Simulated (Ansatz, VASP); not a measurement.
# BaTiO3 in VASP and in Ansatz

The input INCAR:

```
SYSTEM = BaTiO3
PREC = Accurate
ENCUT = 520
EDIFF = 1E-8
ISMEAR = -1
SIGMA = 0.05
LREAL = .False.
LASPH = .True.
NELM = 100
ALGO = Normal
ISIF = 2
LWAVE = .False.
LCHARG = .False.
GGA = CA
LEFG = .True.
NBANDS = 28
```

File KPOINTS:

```
Automatic mesh
0
Gamma
  9 9 9
  0 0 0
```

File POSCAR:

```
BaTiO3
1.0
    2.8276681575      1.6325549719      2.3177316080
   -2.8276681575      1.6325549719      2.3177316080
    0.0000000000     -3.2651099438      2.3177316080
Ba Ti O
1 1 3
Direct
    0.0000000000      0.0000000000      0.0000000000
    0.5140000000      0.5140000000      0.5140000000
    0.4916000000      0.4916000000      0.9815000000
    0.4916000000      0.9815000000      0.4916000000
    0.9815000000      0.4916000000      0.4916000000
```

Input for Ansatz:

```yaml
crystal:
  lattice:
    - [2.8276681575, 1.6325549719, 2.317731608]
    - [-2.8276681575, 1.6325549719, 2.317731608]
    - [0.0, -3.2651099438, 2.317731608]
  atoms:
    - { symbol: Ba, position: [0.0, 0.0, 0.0] }
    - { symbol: Ti, position: [0.514, 0.514, 0.514] }
    - { symbol: O, position: [0.4916, 0.4916, 0.9815] }
    - { symbol: O, position: [0.4916, 0.9815, 0.4916] }
    - { symbol: O, position: [0.9815, 0.4916, 0.4916] }
kpoints:
  mp_grid: { grid: [9, 9, 9] }
  band_path:
    path:
      - [0.0, 0.0, 0.0]
      - [0.5, 0.5, 0.5]
      - [0.5025694503, 0.4974305497, 0.5]
      - [0.5, -0.4974305497, 0.4974305497]
      - [0.5, 0.0, 0.0]
      - [0.0, 0.0, 0.0]
      - [0.4987152749, -0.4987152749, 0.0]
      - [0.5012847251, 0.0, 0.4987152749]
      - [0.5, 0.0, 0.5]
    npoints: 8
scf:
  occupations: { method: fermi_dirac, width: 0.05 }
hamiltonian:
  xc: lda
  pseudopotentials: { kind: all_electron, datasets: crystal }
output:
  forces: true
  stress: true
  eigenvalues: true
  efg: { contact_densities: true }
```

Alike in both runs: task electric field gradients; functional LDA; k mesh 9 × 9 × 9; occupations fermi-dirac, width 0.05 eV; no spin polarisation.

|  | VASP | Ansatz |
| --- | --- | --- |
| version | VASP 6.6.1 | Ansatz 0.2.0 |
| potentials or method | VASP PAW LDA potentials, release 64 (Ba_sv, Ti_sv, O), cutoff 520 eV | all-electron PAW with datasets made for the crystal, scalar-relativistic |

VASP gave:

| Property | Result |
| --- | --- |
| gap on the k mesh at the Fermi level (eV) | 2.30 |
| pressure (GPa) | -3.9 |
| traceless stress, the component that is largest in VASP (GPa) | -0.16 |
| rms of the force components (eV/Å) | 0.054 |
| size of Vzz on the site where it differs most (V/Å²) | 17.2 |

Q: What did Ansatz give for the same quantities?

A: gap on the k mesh at the Fermi level (eV): 2.36; pressure (GPa): -6.0; traceless stress, the component that is largest in VASP (GPa): -0.10; rms of the force components (eV/Å): 0.053; size of Vzz on the site where it differs most (V/Å²): 17.7.

LDA's correlation is that of Perdew and Zunger in VASP and of Perdew and Wang (1992) in Ansatz. Atom by atom the forces differ by 0.038 eV/Å (rms over components). Ansatz ran all-electron here, and VASP with PAW potentials. Ansatz's warnings: printed levels off.

Neither program's run includes spin-orbit coupling.
